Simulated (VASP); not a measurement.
Here is a VASP 6.6.1 calculation.

File INCAR:

```
PREC = Accurate ; ENCUT = 520
EDIFF = 1E-6 ; ISMEAR = -1
SIGMA = 0.1 ; LREAL = False
LASPH = True ; NELM = 150
ALGO = Normal ; ISIF = 2
LWAVE = False ; LCHARG = False
ISPIN = 2 ; MAGMOM = 1 0
LORBIT = 11 ; NUPDOWN = 1.0
LMAXMIX = 4 ; GGA = RP
IVDW = 12 ; NBANDS = 18
```

KPOINTS

```
regular mesh
0
Gamma
  10 10 10
```

Contents of POSCAR:

```
HfC
1.0
    0.0000000000      2.3093955030      2.3093955030
    2.3093955030      0.0000000000      2.3093955030
    2.3093955030      2.3093955030      0.0000000000
Hf C
1 1
Direct
    0.5000000000      0.5000000000      0.5000000000
    0.0000000000      0.0000000000      0.0000000000
```

Potentials or basis: VASP PAW PBE potentials, release 64 (Hf_pv, C).

Command:

```bash
$ cat potpaw_PBE.64/Hf_pv/POTCAR potpaw_PBE.64/C/POTCAR > POTCAR
$ mpirun -np 1 vasp_std > vasp.out
```

Task: Predict the dispersion energy per atom.

Result: -2.346 eV.

Task: Predict the pressure.

Result: -19.3 GPa.

Caveat: three body term missing; the PAW data sets were made with another functional, which shifts forces and pressure a little; the total moment is fixed, so each spin has its own Fermi level.
